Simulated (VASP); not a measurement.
WC, 2 atoms in the cell. Symmetry: Fm-3m, No. 225, cubic system. Conventional cell: a = 4.356 Å, b = 4.356 Å, c = 4.356 Å, α = 90.00°, β = 90.00°, γ = 90.00°. Within 2.9 Å of W (site symmetry m-3m) lie 6 C at 2.18 Å. C (site symmetry m-3m) has 6 W at 2.18 Å within 2.9 Å. 

```yaml
Program: VASP 6.6.1
Task: single point
Functional: r2SCAN
Potentials_or_basis: VASP PAW PBE potentials, release 64 (W_sv, C)
Cutoff: 520 eV
k_mesh: 11 × 11 × 11
Occupations: fermi-dirac, width 0.1 eV
Spin: no spin polarisation
Dipole_correction: no
Further_INCAR_settings: ALGO = Normal; EDIFF = 1e-06; NBANDS = 16
```

Potentials or basis: VASP PAW PBE potentials, release 64 (W_sv, C).

The run is started by

```console
$ cat potpaw_PBE.64/W_sv/POTCAR potpaw_PBE.64/C/POTCAR > POTCAR
$ cp INCAR.step1 INCAR
$ mpirun -np 1 vasp_std > vasp.out
$ cp INCAR.step2 INCAR
$ mpirun -np 1 vasp_std > vasp.out
```

Hardware: 1 thread of AMD EPYC 7571, with other jobs on the host.

Q: Estimate the wall time of this run.

A: It took 2.4 min on 1 thread of AMD EPYC 7571, on a shared host, peak memory 0.12 GiB. Counts: k points 56.
